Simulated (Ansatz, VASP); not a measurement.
## Be3TeSe2: VASP beside Ansatz

```
CELL_PARAMETERS angstrom
5.65214 -3.25937 0.00000
5.65214 3.25937 0.00000
0.00000 0.00000 6.20165
ATOMIC_POSITIONS crystal
Be 0.81262 0.18738 0.60820
Be 0.48122 0.16612 0.13346
Be 0.51878 0.83388 0.63346
Be 0.18738 0.81262 0.10820
Be 0.83388 0.51878 0.13346
Be 0.16612 0.48122 0.63346
Te 0.82908 0.17092 0.99872
Te 0.17092 0.82908 0.49872
Se 0.49434 0.16701 0.50058
Se 0.50566 0.83299 0.00058
Se 0.83299 0.50566 0.50058
Se 0.16701 0.49434 0.00058
```

Alike in both runs: functional PBE; k mesh 2 × 2 × 2; occupations gaussian, width 0.15 eV; no spin polarisation.

Ansatz relaxed the structure, and its values are those at the end. VASP's run is a single point on that final structure, the one shown.

```csv
,VASP,Ansatz
version,VASP 6.6.1,Ansatz 0.2.0
potentials or method,"VASP PAW PBE potentials, release 64 (Be, Te, Se), cutoff 520 eV","scalar-relativistic, plane waves, PAW"
valence electrons in the cell,48,108
```

```csv
,VASP,Ansatz,Ansatz less VASP
gap on the k mesh at the Fermi level (eV),2.86,2.87,+0.012
least direct gap on the mesh (eV),2.94,2.96,+0.014
pressure (GPa),0.2,0.0,-0.16
rms of the force components (eV/Å),0.015,0.013,-0.0018
```

With one functional, cell and mesh, what is left measures potentials, basis and numerics. VASP's potentials hold 48 valence electrons a cell and Ansatz's 108, so a difference there can come from the potentials and not from the codes.

The k mesh is coarse, so the values compare programs but aren't converged. Neither program's run includes spin-orbit coupling.
